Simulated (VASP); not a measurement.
Write the native input for VASP 6.6.1 that does the following.

```
Task                   : single point
Functional             : PBE
Potentials or basis    : VASP PAW PBE potentials, release 64 (Si)
Cutoff                 : 520 eV
k mesh                 : 22 × 22 × 22
Occupations            : gaussian, width 0.1 eV
Spin                   : no spin polarisation
Dipole correction      : no
Further INCAR settings : ALGO = Normal; EDIFF = 1e-06; NBANDS = 11
```

The structure of Si lies in POSCAR:

```
Si
1.0
   -1.6888157969      1.6888157969      3.0899543589
    1.6888157969     -1.6888157969      3.0899543589
    1.6888157969      1.6888157969     -3.0899543589
Si
2
Direct
    0.3086301232      0.3086301232      0.0000000000
    0.6913698768      0.6913698768      0.0000000000
```

The cell was generated, and may not be a known phase.

These files were run (other wordings do the same):

INCAR

```
SYSTEM = Si
PREC = Accurate
ENCUT = 520
EDIFF = 1E-6
ISMEAR = 0
SIGMA = 0.1
LREAL = .False.
LASPH = .True.
NELM = 100
ALGO = Normal
ISIF = 2
LWAVE = .False.
LCHARG = .False.
GGA = PE
NBANDS = 11
```

KPOINTS

```
regular mesh
0
Gamma
  22 22 22
  0 0 0
```

Potentials or basis: VASP PAW PBE potentials, release 64 (Si).

Run with:

```console
$ cat potpaw_PBE.64/Si/POTCAR > POTCAR
$ mpirun -np 1 vasp_std > vasp.out
```

It gave:

The pressure is -0.1 GPa. The band gap on the k mesh is zero (bands 4 and 5 overlap by 4.41 eV).

Wall time 3.6 min on 1 thread of Intel Xeon 8259CL (shared host), peak memory 0.34 GiB.
